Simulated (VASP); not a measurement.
Runs of VASP 6.6.1 on Ca. The structure is that of space group Fm-3m (No. 225), or close to it. The cells are those of the table. 

| task | cell | k mesh | cutoff (eV) | smearing | gap on the mesh (eV) | pressure (GPa) | relaxed volume (Å³/atom) |
| --- | --- | --- | --- | --- | --- | --- | --- |
| single point | a = 3.779 Å, angles 60.0°, 1 atom | 14 × 14 × 14 | 520 | fermi-dirac 0.15 eV | none | 0.0 | - |
| single point | a = 3.961 Å, angles 60.0°, 1 atom | 6 × 6 × 6 | 520 | gaussian 0.1 eV | none | -2.2 | - |
| relaxation of cell and atoms | relaxed from a = 3.774 Å, angles 60.0°, 1 atom | 14 × 14 × 14 | 600 | fermi-dirac 0.15 eV | none | 0.0 | (a) |
| single point | a = 3.774 Å, angles 60.0°, 1 atom | 14 × 14 × 14 | 520 | gaussian 0.1 eV | none | 0.0 | - |
| relaxation of cell and atoms | relaxed from a = 3.774 Å, angles 60.0°, 1 atom | 14 × 14 × 14 | 600 | gaussian 0.1 eV | none | 0.0 | 38.03 |

Alike in all rows: level LDA; potentials or basis VASP PAW LDA potentials, release 64 (Ca_sv); no spin polarisation.

Problem. Estimate the missing entries.

Solution. (a) 38.24.

A gap of «none» marks levels without a gap at the run's occupations.
